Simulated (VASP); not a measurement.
# Sn3Te (Pm-3m) in VASP: further runs, part 2 of 2

VASP 6.6.1. Earlier steps stand in the parts before.

### Step 4. Single point, r2SCAN

This run uses another cell than the first one, of 27.07 Å³/atom, 0.887 times its volume.

Contents of POSCAR:

```
Sn3Te
1.0
    4.7662957215      0.0000000000      0.0000000000
    0.0000000000      4.7662957215      0.0000000000
    0.0000000000      0.0000000000      4.7662957215
Te Sn
1 3
Direct
    0.0000000000      0.0000000000      0.0000000000
    0.0000000000      0.5000000000      0.5000000000
    0.5000000000      0.0000000000      0.5000000000
    0.5000000000      0.5000000000      0.0000000000
```

Contents of INCAR.step1:

```
PREC = Accurate
ENCUT = 520
ISMEAR = -1
SIGMA = 0.05
LREAL = F
LASPH = T
NELM = 60
NBANDS = 32
GGA = PE
ALGO = Normal
EDIFF = 1E-4
LWAVE = T
LCHARG = F
```

Contents of INCAR.step2:

```
PREC = Accurate
ENCUT = 520
EDIFF = 1E-6
ISMEAR = -1
SIGMA = 0.05
LREAL = F
LASPH = T
NELM = 60
ALGO = Normal
ISIF = 2
LWAVE = F
LCHARG = F
METAGGA = R2SCAN
LMIXTAU = T
NBANDS = 32
ISTART = 1
```

Contents of KPOINTS:

```
Automatic mesh
0
Gamma
  6 6 6
```

Potentials or basis: VASP PAW PBE potentials, release 64 (Te, Sn_d).

Started as:

```
$ cat potpaw_PBE.64/Te/POTCAR potpaw_PBE.64/Sn_d/POTCAR > POTCAR
$ cp INCAR.step1 INCAR
$ mpirun -np 1 vasp_std > vasp.out
$ cp INCAR.step2 INCAR
$ mpirun -np 1 vasp_std > vasp.out
```

OUTCAR:

```text
PREC = Accurate
   ENCUT = 520
   EDIFF = 1E-6
   ISMEAR = -1
   LREAL = F
   LASPH = T
   NELM = 60
   ISIF = 2
   METAGGA = R2SCAN
   ISTART = 1

 ion  position               nearest neighbor table
   1  0.000  0.000  0.000-   2 3.37   3 3.37   4 3.37   2 3.37   3 3.37   2 3.37   4 3.37   2 3.37
                             3 3.37   4 3.37   3 3.37   4 3.37
   2  0.000  0.500  0.500-   1 3.37   3 3.37   4 3.37   1 3.37   4 3.37   1 3.37   3 3.37   1 3.37
                             3 3.37   4 3.37   4 3.37   3 3.37
   3  0.500  0.000  0.500-   1 3.37   2 3.37   4 3.37   1 3.37   4 3.37   2 3.37   4 3.37   4 3.37
                             1 3.37   2 3.37   1 3.37   2 3.37
   4  0.500  0.500  0.000-   1 3.37   2 3.37   3 3.37   2 3.37   3 3.37   1 3.37   3 3.37   3 3.37
                             1 3.37   2 3.37   2 3.37   1 3.37

  LATTYP: Found a simple cubic cell.
 ALAT       =     4.7662957215

  Lattice vectors:

 A1 = (   4.7662957215,   0.0000000000,   0.0000000000)
 A2 = (   0.0000000000,   4.7662957215,   0.0000000000)
 A3 = (   0.0000000000,   0.0000000000,   4.7662957215)

Analysis of symmetry for initial positions (statically):
=====================================================================
 Subroutine PRICEL returns:
 Original cell was already a primitive cell.

 Routine SETGRP: Setting up the symmetry group for a
 simple cubic supercell.

 Subroutine GETGRP returns: Found 48 space group operations
 (whereof 48 operations were pure point group operations)
 out of a pool of 48 trial point group operations.

The static configuration has the point symmetry O_h .

Analysis of symmetry for dynamics (positions and initial velocities):
=====================================================================
 Subroutine PRICEL returns:
 Original cell was already a primitive cell.

 Routine SETGRP: Setting up the symmetry group for a
 simple cubic supercell.

 Subroutine GETGRP returns: Found 48 space group operations
 (whereof 48 operations were pure point group operations)
 out of a pool of 48 trial point group operations.

The dynamic configuration has the point symmetry O_h .

 Subroutine INISYM returns: Found 48 space group operations
 (whereof 48 operations are pure point group operations),
 and found     1 'primitive' translations

----------------------------------------------------------------------------------------

                                     Primitive cell

  volume of cell :     108.2787

  direct lattice vectors                    reciprocal lattice vectors
     4.766295721  0.000000000  0.000000000     0.209806537  0.000000000  0.000000000
     0.000000000  4.766295721  0.000000000     0.000000000  0.209806537  0.000000000
     0.000000000  0.000000000  4.766295721     0.000000000  0.000000000  0.209806537

  length of vectors
     4.766295721  4.766295721  4.766295721     0.209806537  0.209806537  0.209806537

  position of ions in fractional coordinates (direct lattice)
     0.000000000  0.000000000  0.000000000
     0.000000000  0.500000000  0.500000000
     0.500000000  0.000000000  0.500000000
     0.500000000  0.500000000  0.000000000

  ion indices of the primitive-cell ions
   primitive index   ion index
[... 25 lines left out ...]

 Subroutine IBZKPT returns following result:
 ===========================================

 Found     20 irreducible k-points:

 Following reciprocal coordinates:
            Coordinates               Weight
  0.000000  0.000000  0.000000      1.000000
  0.166667  0.000000  0.000000      6.000000
  0.333333  0.000000  0.000000      6.000000
  0.500000  0.000000  0.000000      3.000000
  0.166667  0.166667  0.000000     12.000000
  0.333333  0.166667  0.000000     24.000000
[... 12 lines left out ...]
  0.500000  0.500000  0.333333      6.000000
  0.500000  0.500000  0.500000      1.000000
   k-points           NKPTS =     20   k-points in BZ     NKDIM =     20   number of bands    NBANDS=     32
   number of dos      NEDOS =    301   number of ions     NIONS =      4
   total plane-waves  NPLWV =  46656
   dimension x,y,z NGX =    36 NGY =   36 NGZ =   36
   dimension x,y,z NGXF=    72 NGYF=   72 NGZF=   72
   ions per type =               1   3
   NGX,Y,Z   is equivalent  to a cutoff of  12.56, 12.56, 12.56 a.u.
   NGXF,Y,Z  is equivalent  to a cutoff of  25.11, 25.11, 25.11 a.u.
 SYSTEM =  unknown system
   PREC   = accura    normal or accurate (medium, high low for compatibility)
   ISTART =      1    job   : 0-new  1-cont  2-samecut
   ICHARG =      0    charge: 1-file 2-atom 10-const
   ISPIN  =      1    spin polarized calculation?
   LNONCOLLINEAR =      F non collinear calculations
   LSORBIT =      F    spin-orbit coupling
   LASPH  =      T    aspherical Exc in radial PAW
   ENCUT  =  520.0 eV  38.22 Ry    6.18 a.u.   8.86  8.86  8.86*2*pi/ulx,y,z
   NELM   =     60;   NELMIN=  2; NELMDL=  0     # of ELM steps
   EDIFF  = 0.1E-05   stopping-criterion for ELM
   LREAL  =      F    real-space projection
   EDIFFG = 0.1E-04   stopping-criterion for IOM
   NSW    =      0    number of steps for IOM
   IBRION =     -1    ionic relax: 0-MD 1-quasi-New 2-CG
   NFREE  =      0    steps in history (QN), initial steepest desc. (CG)
   ISIF   =      2    stress and relaxation
   ISYM   =      2    0-nonsym 1-usesym 2-fastsym
   POTIM  = 0.5000    time-step for ionic-motion
   TEBEG  =    0.0;   TEEND  =   0.0 temperature during run
   PSTRESS=    0.0 pullay stress
   NELECT =      48.0000    total number of electrons
   NUPDOWN=      -1.0000    fix difference up-down
   EMIN   =  10.00;   EMAX   =-10.00  energy-range for DOS
   EFERMI =   0.00;   METHOD = LEGACY
   ISMEAR =    -1;   SIGMA  =   0.05  broadening in eV -4-tet -1-fermi 0-gaus
   EFERMI_NEDOS =   21; number of points for ismear=-14 and -15
   IALGO  =     38    algorithm
   IMIX   =      4    mixing-type and parameters
     AMIX     =   0.40;   BMIX     =  1.00
     AMIX_MAG =   1.60;   BMIX_MAG =  1.00
  volume/ion in A,a.u.               =      27.07       182.68
  Fermi-wavevector in a.u.,A,eV,Ry     =   1.248267  2.358883 21.200207  1.558171
  Thomas-Fermi vector in A             =   2.382362
   LORBIT       =      0    0 simple, 1 ext, 2 COOP (PROOUT), +10 PAW based schemes
   METAGGA = R2SCAN    functional components
   LHFCALC =     F    Hartree Fock is set to
   AEXX    =    0.0000 exact exchange contribution
   IVDW    =     0    specifies the selected vdW correction
   LEPSILON=     F    determine dielectric tensor
   LRPA    =     F    only Hartree local field effects (RPA)
 non-spin polarized calculation
  energy-cutoff  :      520.00
  volume of cell :      108.28
 maximum number of plane-waves:      2968
 NGX is ok and might be reduce to    36
   NGX = 17   NGY = 17   NGZ = 17

 number of electron      48.0000026 magnetization

 Free energy of the ion-electron system (eV)
  ---------------------------------------------------
  ext. energy  EPLUGINS =         0.00000000
  ---------------------------------------------------
  free energy    TOTEN  =       -98.62199374 eV

  energy without entropy =      -98.59826302  energy(sigma->0) =      -98.61012838

 E-fermi :   8.3230     XC(G=0): -11.1426

 val. band max:        8.3219547195   @ k =   0.5000   0.5000   0.0000
 cond. band min:       8.3347614628   @ k =   0.5000   0.3333   0.0000
 fundamental gap:      0.0128067433
 Fermi energy:         8.3230367597

 k-point     1 :       0.0000    0.0000    0.0000
  band No.  band energies     occupation
      1     -14.0657      2.00000
      2     -14.0657      2.00000
      3     -14.0657      2.00000
      4     -14.0357      2.00000
      5     -14.0357      2.00000
      6     -14.0151      2.00000
[... 689 lines left out ...]
     31      14.4451      0.00000
     32      17.1429      0.00000

------------------------ aborting loop because EDIFF is reached ----------------------------------------

  FORCE on cell =-STRESS in cart. coord.  units (eV):
  Direction    XX          YY          ZZ          XY          YZ          ZX
  --------------------------------------------------------------------------------------
  -------------------------------------------------------------------------------------
  Total        1.8588321      1.8588321      1.8588321     -0.0000000     -0.0000000     -0.0000000
  in kB       27.5047553     27.5047553     27.5047553     -0.0000000     -0.0000000     -0.0000000
  external PRESSURE =      27.5047553 kB  Pullay stress =       0.0000000 kB

 VOLUME and BASIS-vectors are now :
 -----------------------------------------------------------------------------
  energy-cutoff  :      520.00
  volume of cell :      108.28
      direct lattice vectors                 reciprocal lattice vectors
     4.766295721  0.000000000  0.000000000     0.209806537  0.000000000  0.000000000
     0.000000000  4.766295721  0.000000000     0.000000000  0.209806537  0.000000000
     0.000000000  0.000000000  4.766295721     0.000000000  0.000000000  0.209806537

 POSITION                                       TOTAL-FORCE (eV/Angst)
 -----------------------------------------------------------------------------------
      0.00000      0.00000      0.00000         0.000000      0.000000      0.000000
      0.00000      2.38315      2.38315         0.000000      0.000000      0.000000
      2.38315      0.00000      2.38315         0.000000      0.000000      0.000000
      2.38315      2.38315      0.00000         0.000000      0.000000      0.000000
 -----------------------------------------------------------------------------------
    total drift:                                0.000000      0.000000      0.000000

  FREE ENERGIE OF THE ION-ELECTRON SYSTEM (eV)
  ---------------------------------------------------
  free  energy   TOTEN  =       -98.6219937385 eV

  energy  without entropy=      -98.5982630208  energy(sigma->0) =      -98.61012838
```

It took 4.1 min on 1 thread of AMD EPYC 9R45 (Zen 5), shared host; peak memory 0.21 GiB.

Results:

| Property | Result |
| --- | --- |
| Free energy | -98.6220 eV |
| Pressure | 2.8 GPa |
| Band gap on the k mesh | zero (band 24 reaches 11.60 eV, above the bottom of band 25 at 7.95 eV) |

Caveat: the PAW data sets were made with another functional, which shifts forces and pressure a little; spin-orbit coupling is left out, which moves the levels of the heavy elements.

### Step 5. Overview

```csv
level,cell,k mesh,smearing,grid for exact exchange (PRECFOCK),screening parameter,gap on the mesh (eV),pressure (GPa)
PBE,"a = 4.961 Å, 4 atoms",6 × 6 × 6,fermi-dirac 0.05 eV,-,-,none,-2.0
HSE06,"a = 4.866 Å, 4 atoms",3 × 3 × 3,gaussian 0.1 eV,Normal,0.2079 1/Å,none,-2.3
r2SCAN,"a = 4.766 Å, 4 atoms",6 × 6 × 6,fermi-dirac 0.05 eV,-,-,none,2.8
```

Alike in all rows: task single point; potentials or basis VASP PAW PBE potentials, release 64 (Te, Sn_d); no spin polarisation; cutoff (eV) 520.

Caveats: some runs use coarse meshes; spin-orbit coupling is left out, which moves the levels of the heavy elements; the PAW data sets were made with another functional, which shifts forces and pressure a little (some runs).

Total energies depend on the potentials used, so only differences within one code and one set of settings carry meaning.
